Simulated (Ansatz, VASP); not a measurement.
## Two plane-wave programs on Cu

The input INCAR:

```
SYSTEM = Cu
PREC = Accurate ; ENCUT = 600
EDIFF = 1E-6 ; ISMEAR = 0
SIGMA = 0.1 ; LREAL = .False.
LASPH = .True. ; NELM = 60
ALGO = Normal ; ISIF = 3
LWAVE = .False. ; LCHARG = .False.
GGA = PE ; IBRION = 2
NSW = 90 ; EDIFFG = -0.04
```

KPOINTS

```
regular mesh
0
Gamma
  6 6 6
  0 0 0
```

POSCAR

```
Cu
1.0
    0.0000000000      2.6016603200      2.6016603200
    2.6016603200      0.0000000000      2.6016603200
    2.6016603200      2.6016603200      0.0000000000
Cu
3
Direct
    0.2500000000      0.2500000000      0.2500000000
    0.7500000000      0.7500000000      0.7500000000
    0.5000000000      0.5000000000      0.5000000000
```

Input for Ansatz:

```yaml
crystal:
  lattice:
    - [0.0, 2.60166032, 2.60166032]
    - [2.60166032, 0.0, 2.60166032]
    - [2.60166032, 2.60166032, 0.0]
  atoms:
    - { symbol: Cu, position: [0.25, 0.25, 0.25] }
    - { symbol: Cu, position: [0.75, 0.75, 0.75] }
    - { symbol: Cu, position: [0.5, 0.5, 0.5] }
basis:
  ecutwfc: 420
kpoints:
  mp_grid: { grid: [6, 6, 6] }
hamiltonian:
  xc: pbe
scf:
  occupations: { method: gaussian, width: 0.1 }
  lower_state_search: "off"
output:
  forces: true
  stress: true
  eigenvalues: true
relax:
  adjacent_minimum: "off"
  f_tol: 0.04
  max_steps: 70
  cell: { stress_tol: 0.4 }
```

Alike in both runs: task relaxation of cell and atoms; functional PBE; k mesh 6 × 6 × 6; occupations gaussian, width 0.1 eV; no spin polarisation.

```csv
,VASP,Ansatz
version,VASP 6.6.1,Ansatz 0.2.0
potentials or method,"VASP PAW PBE potentials, release 64 (Cu), cutoff 600 eV","scalar-relativistic, plane waves, PAW"
valence electrons in the cell,33,57
```

VASP gave:

| Property | Result |
| --- | --- |
| gap on the k mesh at the Fermi level, each at its own relaxed structure (eV) | none |
| relaxed volume (Å³/atom) | 14.44 |
| relaxed cell length with the largest relative difference (Å) | 3.942 |

**Question.** Which values does Ansatz return?

**Answer.** gap on the k mesh at the Fermi level, each at its own relaxed structure (eV): none; relaxed volume (Å³/atom): 14.37; relaxed cell length with the largest relative difference (Å): 3.935.

A gap of «none» marks a metal or a gap that the smearing closes. VASP's potentials hold 33 valence electrons a cell and Ansatz's 57, so a difference there can come from the potentials and not from the codes.

Noted on VASP's run: the volume moved by over 15 % at a fixed basis, so the end points are rough.
